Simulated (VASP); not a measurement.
# HfN (Fm-3m) in VASP: notebook

The runs below take HfN through single point, relaxation of cell and atoms, with PBE.

Program: VASP 6.6.1. These are calculated values, not measurements. Logs are shortened: lines on timing, memory, paths and dates and some standing lists are left out, and cuts for length are marked.

### Step 1. The cell of the first run

Symmetry: Fm-3m, No. 225, cubic system. The conventional cell has a = 4.526 Å, b = 4.526 Å, c = 4.526 Å, α = 90.00°, β = 90.00°, γ = 90.00°. Within 3.0 Å of Hf (site symmetry m-3m) lie 6 N at 2.26 Å. N (site symmetry m-3m) has 6 Hf at 2.26 Å within 3.0 Å.

### Step 2. Single point, PBE

INCAR reads:

```
SYSTEM = HfN
ALGO = Normal
EDIFF = 1E-7
ENCUT = 520
GGA = PE
ISIF = 2
ISMEAR = -1
LASPH = .True.
LCHARG = .False.
LREAL = .False.
LWAVE = .False.
NBANDS = 14
NELM = 80
PREC = Accurate
SIGMA = 0.15
```

KPOINTS reads:

```
k-points
0
Gamma
  16 16 16
  0 0 0
```

POSCAR reads:

```
HfN
1.0
    0.0000000000      2.2631927098      2.2631927098
    2.2631927098      0.0000000000      2.2631927098
    2.2631927098      2.2631927098      0.0000000000
Hf N
1 1
Direct
    0.0000000000      0.0000000000      0.0000000000
    0.5000000000      0.5000000000      0.5000000000
```

Potentials or basis: VASP PAW PBE potentials, release 64 (Hf_pv, N).

Launch:

```bash
$ cat potpaw_PBE.64/Hf_pv/POTCAR potpaw_PBE.64/N/POTCAR > POTCAR
$ mpirun -np 1 vasp_std > vasp.out
```

OUTCAR:

```text
SYSTEM = HfN
   EDIFF = 1E-7
   ENCUT = 520
   GGA = PE
   ISIF = 2
   ISMEAR = -1
   LASPH = .True.
   LREAL = .False.
   NELM = 80
   PREC = Accurate

 ion  position               nearest neighbor table
   1  0.000  0.000  0.000-   2 2.26   2 2.26   2 2.26   2 2.26   2 2.26   2 2.26
   2  0.500  0.500  0.500-   1 2.26   1 2.26   1 2.26   1 2.26   1 2.26   1 2.26

  LATTYP: Found a face centered cubic cell.
 ALAT       =     4.5263854196

  Lattice vectors:

 A1 = (   0.0000000000,   2.2631927098,   2.2631927098)
 A2 = (   2.2631927098,   0.0000000000,   2.2631927098)
 A3 = (   2.2631927098,   2.2631927098,   0.0000000000)

Analysis of symmetry for initial positions (statically):
=====================================================================
 Subroutine PRICEL returns:
 Original cell was already a primitive cell.

 Routine SETGRP: Setting up the symmetry group for a
 face centered cubic supercell.

 Subroutine GETGRP returns: Found 48 space group operations
 (whereof 48 operations were pure point group operations)
 out of a pool of 48 trial point group operations.

The static configuration has the point symmetry O_h .

Analysis of symmetry for dynamics (positions and initial velocities):
=====================================================================
 Subroutine PRICEL returns:
 Original cell was already a primitive cell.

 Routine SETGRP: Setting up the symmetry group for a
 face centered cubic supercell.

 Subroutine GETGRP returns: Found 48 space group operations
 (whereof 48 operations were pure point group operations)
 out of a pool of 48 trial point group operations.

The dynamic configuration has the point symmetry O_h .

 Subroutine INISYM returns: Found 48 space group operations
 (whereof 48 operations are pure point group operations),
 and found     1 'primitive' translations

----------------------------------------------------------------------------------------

                                     Primitive cell

  volume of cell :      23.1843

  direct lattice vectors                    reciprocal lattice vectors
     0.000000000  2.263192710  2.263192710    -0.220926834  0.220926834  0.220926834
     2.263192710  0.000000000  2.263192710     0.220926834 -0.220926834  0.220926834
     2.263192710  2.263192710  0.000000000     0.220926834  0.220926834 -0.220926834

  length of vectors
     3.200637824  3.200637824  3.200637824     0.382656501  0.382656501  0.382656501

  position of ions in fractional coordinates (direct lattice)
[... 83 lines left out ...]
   IBRION =     -1    ionic relax: 0-MD 1-quasi-New 2-CG
   NFREE  =      0    steps in history (QN), initial steepest desc. (CG)
   ISIF   =      2    stress and relaxation
   ISYM   =      2    0-nonsym 1-usesym 2-fastsym
   POTIM  = 0.5000    time-step for ionic-motion
   TEBEG  =    0.0;   TEEND  =   0.0 temperature during run
   PSTRESS=    0.0 pullay stress
   NELECT =      15.0000    total number of electrons
   NUPDOWN=      -1.0000    fix difference up-down
   EMIN   =  10.00;   EMAX   =-10.00  energy-range for DOS
   EFERMI =   0.00;   METHOD = LEGACY
   ISMEAR =    -1;   SIGMA  =   0.15  broadening in eV -4-tet -1-fermi 0-gaus
   EFERMI_NEDOS =   21; number of points for ismear=-14 and -15
   IALGO  =     38    algorithm
   IMIX   =      4    mixing-type and parameters
     AMIX     =   0.40;   BMIX     =  1.00
     AMIX_MAG =   1.60;   BMIX_MAG =  1.00
  volume/ion in A,a.u.               =      11.59        78.23
  Fermi-wavevector in a.u.,A,eV,Ry     =   1.415925  2.675711 27.277570  2.004845
  Thomas-Fermi vector in A             =   2.537313
   LORBIT       =      0    0 simple, 1 ext, 2 COOP (PROOUT), +10 PAW based schemes
   GGA     = PE    functional components
   LHFCALC =     F    Hartree Fock is set to
   AEXX    =    0.0000 exact exchange contribution
   IVDW    =     0    specifies the selected vdW correction
   LEPSILON=     F    determine dielectric tensor
   LRPA    =     F    only Hartree local field effects (RPA)
 non-spin polarized calculation
  energy-cutoff  :      520.00
  volume of cell :       23.18
 maximum number of plane-waves:       637
   NGX = 11   NGY = 11   NGZ = 11

 number of electron      15.0000000 magnetization

 Free energy of the ion-electron system (eV)
  ---------------------------------------------------
  ext. energy  EPLUGINS =         0.00000000
  ---------------------------------------------------
  free energy    TOTEN  =       -21.77961600 eV

  energy without entropy =      -21.73586333  energy(sigma->0) =      -21.75773967

 E-fermi :   8.3396     XC(G=0): -12.7030

 val. band max:        8.3367645612   @ k =  -0.1250   0.0625   0.0000
 cond. band min:       8.3411917156   @ k =   0.3750   0.1250   0.0000
 fundamental gap:      0.0044271543
 Fermi energy:         8.3396051530

 k-point     1 :       0.0000    0.0000    0.0000
  band No.  band energies     occupation
      1     -22.8374      2.00000
      2     -22.8374      2.00000
      3     -22.8374      2.00000
      4      -9.1424      2.00000
      5       5.3131      2.00000
      6       5.3131      2.00000
      7       5.3131      2.00000
      8       7.9928      1.81972
      9       7.9928      1.81972
     10       7.9928      1.81972
     11      10.0787      0.00002
     12      10.2918      0.00000
     13      10.2918      0.00000
     14      17.8865      0.00000
[... 377 lines left out ...]
      1     -22.9312      2.00000
      2     -22.8609      2.00000
      3     -22.8393      2.00000
      4      -8.9100      2.00000
      5       4.2994      2.00000
      6       4.6568      2.00000
      7       4.9669      2.00000
      8       8.1538      1.55074
      9       8.1659      1.52195
     10       8.6004      0.29899
     11      10.3600      0.00000
     12      11.1444      0.00000
     13      11.3174      0.00000
     14      18.6768      0.00000

 [... further k-points ...]
[... 5 lines left out ...]
  --------------------------------------------------------------------------------------
  -------------------------------------------------------------------------------------
  Total        0.2346454      0.2346454      0.2346454      0.0000000      0.0000000      0.0000000
  in kB       16.2154135     16.2154135     16.2154135      0.0000000      0.0000000      0.0000000
  external PRESSURE =      16.2154135 kB  Pullay stress =       0.0000000 kB

 VOLUME and BASIS-vectors are now :
 -----------------------------------------------------------------------------
  energy-cutoff  :      520.00
  volume of cell :       23.18
      direct lattice vectors                 reciprocal lattice vectors
     0.000000000  2.263192710  2.263192710    -0.220926834  0.220926834  0.220926834
     2.263192710  0.000000000  2.263192710     0.220926834 -0.220926834  0.220926834
     2.263192710  2.263192710  0.000000000     0.220926834  0.220926834 -0.220926834

 POSITION                                       TOTAL-FORCE (eV/Angst)
 -----------------------------------------------------------------------------------
      0.00000      0.00000      0.00000        -0.000000     -0.000000     -0.000000
      2.26319      2.26319      2.26319         0.000000      0.000000      0.000000
 -----------------------------------------------------------------------------------
    total drift:                                0.000000     -0.000000     -0.000000

  FREE ENERGIE OF THE ION-ELECTRON SYSTEM (eV)
  ---------------------------------------------------
  free  energy   TOTEN  =       -21.7796160002 eV

  energy  without entropy=      -21.7358633316  energy(sigma->0) =      -21.75773967
```

OSZICAR:

```text
N       E                     dE             d eps       ncg     rms          rms(c)
DAV:   1     0.391534424421E+02    0.39153E+02   -0.77734E+03  4060   0.101E+03
DAV:   2    -0.227294701142E+02   -0.61883E+02   -0.58036E+02  5384   0.237E+02
DAV:   3    -0.247771460292E+02   -0.20477E+01   -0.20388E+01  4654   0.357E+01
DAV:   4    -0.247846680817E+02   -0.75221E-02   -0.75208E-02  4836   0.252E+00
DAV:   5    -0.247847156506E+02   -0.47569E-04   -0.47569E-04  4648   0.173E-01    0.485E+01
DAV:   6    -0.218871722849E+02    0.28975E+01   -0.82711E+00  4486   0.221E+01    0.413E+01
DAV:   7    -0.218075502784E+02    0.79622E-01   -0.46051E-01  5152   0.603E+00    0.265E+01
DAV:   8    -0.217855627929E+02    0.21987E-01   -0.11161E-01  4654   0.288E+00    0.610E+00
DAV:   9    -0.217797278169E+02    0.58350E-02   -0.16014E-02  4564   0.102E+00    0.197E+00
DAV:  10    -0.217796508436E+02    0.76973E-04   -0.10766E-03  5386   0.316E-01    0.452E-01
DAV:  11    -0.217796181662E+02    0.32677E-04   -0.72304E-05  5002   0.846E-02    0.112E-01
DAV:  12    -0.217796162766E+02    0.18896E-05   -0.79542E-06  5420   0.239E-02    0.168E-02
DAV:  13    -0.217796160683E+02    0.20828E-06   -0.20712E-07  4104   0.460E-03    0.560E-03
DAV:  14    -0.217796160002E+02    0.68092E-07   -0.15312E-08  3062   0.112E-03
   1 F= -.21779616E+02 E0= -.21757740E+02  d E =-.437527E-01
```

Run time: 23 s. Hardware: 1 thread of AMD EPYC 9R45 (Zen 5), shared host; peak memory 0.15 GiB.

Results:

```yaml
Free_energy: -21.7796 eV
Pressure: 1.6 GPa
Band_gap_on_the_k_mesh: zero (an odd number of electrons rules out a gap without spin polarisation)
```

Caveat: spin-orbit coupling is left out, which moves the levels of the heavy elements; an odd number of electrons without spin polarisation forces a metal; a magnetic or distorted state may lie lower.

### Step 3. Relaxation of cell and atoms, PBE, target pressure 4 GPa, at which the enthalpy is minimised

This run uses another cell than the first one, of 11.76 Å³/atom.

INCAR reads:

```
PREC = Accurate
ENCUT = 600
EDIFF = 1E-7
ISMEAR = -1
SIGMA = 0.15
LREAL = F
LASPH = T
NELM = 60
ALGO = Normal
ISIF = 3
LWAVE = F
LCHARG = F
GGA = PE
IBRION = 2
NSW = 80
EDIFFG = -0.001
PSTRESS = 40.0
```

KPOINTS reads:

```
Automatic mesh
0
Gamma
  16 16 16
```

POSCAR reads:

```
HfN
1.0
    0.0000000000      2.2743602375      2.2743602375
    2.2743602375      0.0000000000      2.2743602375
    2.2743602375      2.2743602375      0.0000000000
Hf N
1 1
Direct
    0.0000000000      0.0000000000      0.0000000000
    0.5000000000      0.5000000000      0.5000000000
```

Potentials or basis: VASP PAW PBE potentials, release 64 (Hf_pv, N).

Launch:

```bash
$ cat potpaw_PBE.64/Hf_pv/POTCAR potpaw_PBE.64/N/POTCAR > POTCAR
$ mpirun -np 1 vasp_std > vasp.out
```

It took 96 s on 1 thread of AMD EPYC 9R45 (Zen 5), shared host; peak memory 0.18 GiB.

Results (log left out):

```yaml
Free_energy: -21.7786 eV
Relaxed_volume: 11.49 Å³/atom
Relaxed_cell: a = 3.191 Å, b = 3.191 Å, c = 3.191 Å, α = 60.00°, β = 60.00°, γ = 60.00°
Space_group_after_relaxing_to_0.1_Å: Fm-3m (No. 225)
Energy_change_on_relaxing_the_run_minimises_the_enthalpy: +1.2 meV/atom
Ionic_steps: 6
Pressure_after_relaxing: 4.0 GPa
Band_gap_on_the_k_mesh: zero (an odd number of electrons rules out a gap without spin polarisation)
```

Step by step:
```tsv
step	energy change (eV)	largest force (eV/Å)	pressure (GPa)	volume (Å³)
1	0.0000	0.0000	-2.43	23.53
2	0.0722	0.0000	18.42	21.96
3	0.0022	0.0000	3.91	22.99
4	0.0025	0.0000	4.05	22.98
5	0.0023	0.0000	3.92	22.99
6	0.0024	0.0000	4.00	22.98
```

Final structure:
```
Hf N
1.0
     0.00000    2.25654    2.25654
     2.25654    0.00000    2.25654
     2.25654    2.25654    0.00000
Hf N
1 1
Cartesian
  2.2565 2.2565 0.0000
  2.2565 2.2565 2.2565
```

Levels at points of the mesh, in eV from the Fermi level:
| k point | band 6 | band 7 | band 8 | band 9 | band 10 | band 11 |
| --- | --- | --- | --- | --- | --- | --- |
| (0.00, 0.00, 0.00) | -3.04 | -3.04 | -0.35 | -0.35 | -0.35 | 1.82 |
| (0.50, 0.00, 0.00) | -6.21 | -6.21 | 3.29 | 3.72 | 3.72 | 4.44 |
| (0.50, 0.50, 0.00) | -3.83 | -3.70 | -3.70 | 4.11 | 5.55 | 5.62 |

Caveat: the cell is relaxed towards a set pressure, so the run minimises the enthalpy, not the energy; spin-orbit coupling is left out, which moves the levels of the heavy elements; an odd number of electrons without spin polarisation forces a metal; a magnetic or distorted state may lie lower.

(Part 1 of 2 ends here.)
